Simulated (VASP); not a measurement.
# Ti3Al5 (Cmmm) in VASP: single point with r2SCAN

Aim: the single point of Ti3Al5 with r2SCAN.

Program: VASP 6.6.1. These are calculated values, not measurements. Logs are shortened: lines on timing, memory, paths and dates and some standing lists are left out, and cuts for length are marked.

### 1 The cell of the first run

The structure is orthorhombic, space group Cmmm (No. 65). Conventional cell: a = 5.306 Å, b = 5.720 Å, c = 8.325 Å, α = 90.00°, β = 90.00°, γ = 90.00°. Ti (site symmetry mmm) has 4 Ti at 2.65 to 2.86 Å and 8 Al at 2.84 Å within 3.5 Å. Ti (site symmetry mmm) has 12 Al at 2.65 to 2.86 Å within 3.5 Å. Ti (site symmetry mmm) has 4 Ti at 2.65 to 2.86 Å and 8 Al at 2.84 Å within 3.5 Å. Al (site symmetry 2) has 6 Al at 2.65 to 2.86 Å and 6 Ti at 2.84 to 2.86 Å within 3.5 Å. Within 3.5 Å of Al (site symmetry mmm) lie 4 Ti at 2.65 to 2.86 Å and 8 Al at 2.86 Å.

### 2 Single point, r2SCAN (strain +0.0750 x Voigt [0, 0, 0, 0, 0, 1])

Input file POSCAR:

```
Ti3Al5
1.0
    3.8982868407      0.1461857565      0.0000000000
    0.1461857565      3.8982868407      0.0000000000
    0.0000000000      0.0000000000      8.3249320111
Ti Al
3 5
Direct
    0.0000000000      0.0000000000      0.5000000000
    0.5000000000      0.5000000000      0.0000000000
    0.5000000000      0.5000000000      0.5000000000
    0.0000000000      0.5000000000      0.2513308179
    0.0000000000      0.5000000000      0.7486691821
    0.5000000000      0.0000000000      0.2513308179
    0.5000000000      0.0000000000      0.7486691821
    0.0000000000      0.0000000000      0.0000000000
```

Input file INCAR.step1:

```
PREC     = Accurate       # precision mode
ENCUT    = 520            # plane-wave cutoff, eV
ISMEAR   = 0              # smearing method
SIGMA    = 0.15           # smearing width, eV
LREAL    = F              # projectors in reciprocal space
LASPH    = T              # aspherical terms in the spheres
NELM     = 60             # most SCF steps
NBANDS   = 36             # bands
GGA      = PE             # functional
ALGO     = Normal         # electronic algorithm
EDIFF    = 1E-4           # SCF threshold, eV
LWAVE    = T              # write WAVECAR
LCHARG   = F              # write CHGCAR
```

Input file INCAR.step2:

```
PREC     = Accurate       # precision mode
ENCUT    = 520            # plane-wave cutoff, eV
EDIFF    = 1E-6           # SCF threshold, eV
ISMEAR   = 0              # smearing method
SIGMA    = 0.15           # smearing width, eV
LREAL    = F              # projectors in reciprocal space
LASPH    = T              # aspherical terms in the spheres
NELM     = 60             # most SCF steps
ALGO     = Normal         # electronic algorithm
ISIF     = 2              # what is computed and relaxed
LWAVE    = F              # write WAVECAR
LCHARG   = F              # write CHGCAR
METAGGA  = R2SCAN         # meta-GGA
LMIXTAU  = T            
NBANDS   = 36             # bands
ISTART   = 1
```

Input file KPOINTS:

```
regular mesh
0
Gamma
  10 10 6
```

Potentials or basis: VASP PAW PBE potentials, release 64 (Ti_sv, Al).

Run with:

```console
$ cat potpaw_PBE.64/Ti_sv/POTCAR potpaw_PBE.64/Al/POTCAR > POTCAR
$ cp INCAR.step1 INCAR
$ mpirun -np 1 vasp_std > vasp.out
$ cp INCAR.step2 INCAR
$ mpirun -np 1 vasp_std > vasp.out
```

OUTCAR:

```text
PREC = Accurate
   ENCUT = 520
   EDIFF = 1E-6
   ISMEAR = 0
   LREAL = F
   LASPH = T
   NELM = 60
   ISIF = 2
   METAGGA = R2SCAN
   ISTART = 1

 ion  position               nearest neighbor table
   1  0.000  0.000  0.500-   3 2.65   3 2.65   6 2.84   7 2.84   4 2.84   4 2.84   5 2.84   5 2.84
                             6 2.84   7 2.84   3 2.86   3 2.86
   2  0.500  0.500  0.000-   8 2.65   8 2.65   8 2.86   8 2.86   4 2.86   6 2.86   7 2.86   5 2.86
                             4 2.86   5 2.86   6 2.86   7 2.86
   3  0.500  0.500  0.500-   1 2.65   1 2.65   6 2.84   7 2.84   4 2.84   6 2.84   7 2.84   5 2.84
                             4 2.84   5 2.84   1 2.86   1 2.86
   4  0.000  0.500  0.251-   6 2.65   6 2.65   1 2.84   1 2.84   3 2.84   3 2.84   6 2.86   6 2.86
                             2 2.86   2 2.86   8 2.86   8 2.86
   5  0.000  0.500  0.749-   7 2.65   7 2.65   1 2.84   1 2.84   3 2.84   3 2.84   7 2.86   7 2.86
                             2 2.86   2 2.86   8 2.86   8 2.86
   6  0.500  0.000  0.251-   4 2.65   4 2.65   3 2.84   1 2.84   1 2.84   3 2.84   4 2.86   4 2.86
                             2 2.86   2 2.86   8 2.86   8 2.86
   7  0.500  0.000  0.749-   5 2.65   5 2.65   3 2.84   1 2.84   1 2.84   3 2.84   5 2.86   5 2.86
                             2 2.86   2 2.86   8 2.86   8 2.86
   8  0.000  0.000  0.000-   2 2.65   2 2.65   2 2.86   2 2.86   7 2.86   4 2.86   4 2.86   5 2.86
                             5 2.86   6 2.86   7 2.86   6 2.86

  LATTYP: Found a base centered orthorhombic cell.
 ALAT       =     5.3062722407
 B/A-ratio  =     1.0779220779
 C/A-ratio  =     1.5688852048

  Lattice vectors:

 A1 = (  -0.1461857565,  -3.8982868407,   0.0000000000)
 A2 = (   3.8982868407,   0.1461857565,   0.0000000000)
 A3 = (   0.0000000000,   0.0000000000,   8.3249320111)

Analysis of symmetry for initial positions (statically):
=====================================================================
 Subroutine PRICEL returns:
 Original cell was already a primitive cell.

 Routine SETGRP: Setting up the symmetry group for a
 base centered orthorhombic supercell.

 Subroutine GETGRP returns: Found  8 space group operations
 (whereof  8 operations were pure point group operations)
 out of a pool of  8 trial point group operations.

The static configuration has the point symmetry D_2h.

Analysis of symmetry for dynamics (positions and initial velocities):
=====================================================================
 Subroutine PRICEL returns:
 Original cell was already a primitive cell.

 Routine SETGRP: Setting up the symmetry group for a
 base centered orthorhombic supercell.

 Subroutine GETGRP returns: Found  8 space group operations
[... 119 lines left out ...]
   IBRION =     -1    ionic relax: 0-MD 1-quasi-New 2-CG
   NFREE  =      0    steps in history (QN), initial steepest desc. (CG)
   ISIF   =      2    stress and relaxation
   ISYM   =      2    0-nonsym 1-usesym 2-fastsym
   POTIM  = 0.5000    time-step for ionic-motion
   TEBEG  =    0.0;   TEEND  =   0.0 temperature during run
   PSTRESS=    0.0 pullay stress
   NELECT =      51.0000    total number of electrons
   NUPDOWN=      -1.0000    fix difference up-down
   EMIN   =  10.00;   EMAX   =-10.00  energy-range for DOS
   EFERMI =   0.00;   METHOD = LEGACY
   ISMEAR =     0;   SIGMA  =   0.15  broadening in eV -4-tet -1-fermi 0-gaus
   EFERMI_NEDOS =   21; number of points for ismear=-14 and -15
   IALGO  =     38    algorithm
   IMIX   =      4    mixing-type and parameters
     AMIX     =   0.40;   BMIX     =  1.00
     AMIX_MAG =   1.60;   BMIX_MAG =  1.00
  volume/ion in A,a.u.               =      15.79       106.57
  Fermi-wavevector in a.u.,A,eV,Ry     =   1.209927  2.286431 19.917888  1.463923
  Thomas-Fermi vector in A             =   2.345489
   LORBIT       =      0    0 simple, 1 ext, 2 COOP (PROOUT), +10 PAW based schemes
   METAGGA = R2SCAN    functional components
   LHFCALC =     F    Hartree Fock is set to
   AEXX    =    0.0000 exact exchange contribution
   IVDW    =     0    specifies the selected vdW correction
   LEPSILON=     F    determine dielectric tensor
   LRPA    =     F    only Hartree local field effects (RPA)
 non-spin polarized calculation
 Gauss-broadening in eV      SIGMA  =   0.15
  energy-cutoff  :      520.00
  volume of cell :      126.33
 maximum number of plane-waves:      3434
 NGX is ok and might be reduce to    30
   NGX = 15   NGY = 15   NGZ = 31

 number of electron      50.9999996 magnetization

 Free energy of the ion-electron system (eV)
  ---------------------------------------------------
  ext. energy  EPLUGINS =         0.00000000
  ---------------------------------------------------
  free energy    TOTEN  =       -75.84540241 eV

  energy without entropy =      -75.78996529  energy(sigma->0) =      -75.81768385

 E-fermi :   8.5601     XC(G=0): -11.7369

 val. band max:        8.5596117718   @ k =   0.1000  -0.0000   0.1667
 cond. band min:       8.5652074188   @ k =   0.5000   0.3000   0.0000
 fundamental gap:      0.0055956470
 Fermi energy:         8.5600705897

 k-point     1 :       0.0000    0.0000    0.0000
  band No.  band energies     occupation
      1     -50.5197      2.00000
      2     -50.3880      2.00000
      3     -50.0557      2.00000
      4     -25.8056      2.00000
      5     -25.8032      2.00000
      6     -25.7848      2.00000
[... 925 lines left out ...]
     35      11.4754      0.00000
     36      11.7968      0.00000

 [... further k-points ...]
[... 5 lines left out ...]
  --------------------------------------------------------------------------------------
  -------------------------------------------------------------------------------------
  Total        1.0335309      1.0335309     -0.2243179     -6.1974049      0.0000000      0.0000000
  in kB       13.1074115     13.1074115     -2.8448372    -78.5965230      0.0000000      0.0000000
  external PRESSURE =       7.7899953 kB  Pullay stress =       0.0000000 kB

 VOLUME and BASIS-vectors are now :
 -----------------------------------------------------------------------------
  energy-cutoff  :      520.00
  volume of cell :      126.33
      direct lattice vectors                 reciprocal lattice vectors
     3.898286841  0.146185757  0.000000000     0.256884183 -0.009633157  0.000000000
     0.146185757  3.898286841  0.000000000    -0.009633157  0.256884183  0.000000000
     0.000000000  0.000000000  8.324932011     0.000000000  0.000000000  0.120121101

 POSITION                                       TOTAL-FORCE (eV/Angst)
 -----------------------------------------------------------------------------------
      0.00000      0.00000      4.16247         0.000000     -0.000000      0.000000
      2.02224      2.02224      0.00000         0.000000     -0.000000      0.000000
      2.02224      2.02224      4.16247         0.000000     -0.000000      0.000000
      0.07309      1.94914      2.09231         0.000000      0.000000     -0.018874
      0.07309      1.94914      6.23262        -0.000000     -0.000000      0.018874
      1.94914      0.07309      2.09231        -0.000000     -0.000000     -0.018874
      1.94914      0.07309      6.23262         0.000000     -0.000000      0.018874
      0.00000      0.00000      0.00000         0.000000     -0.000000      0.000000
 -----------------------------------------------------------------------------------
    total drift:                                0.000000      0.000000      0.000000

  FREE ENERGIE OF THE ION-ELECTRON SYSTEM (eV)
  ---------------------------------------------------
  free  energy   TOTEN  =       -75.8454024140 eV

  energy  without entropy=      -75.7899652930  energy(sigma->0) =      -75.81768385
```

It took 63 min on 1 thread of Oxide Virtual Turin-like, shared host; peak memory 0.51 GiB.

What came out:

```
Free energy            : -75.8454 eV
Pressure               : 0.8 GPa
Largest force          : 0.019 eV/Å
Band gap on the k mesh : zero (an odd number of electrons rules out a gap without spin polarisation)
```

Forces in eV/Å, atoms in the order of the input:
```
Ti   0.000  0.000  0.000
Ti   0.000  0.000  0.000
Ti   0.000  0.000  0.000
Al   0.000  0.000 -0.019
Al   0.000  0.000  0.019
Al   0.000  0.000 -0.019
Al   0.000  0.000  0.019
Al   0.000  0.000  0.000
```

Caveat: the cell differs from its parent crystal (strain +0.0750 x Voigt [0, 0, 0, 0, 0, 1]); the PAW data sets were made with another functional, which shifts forces and pressure a little.
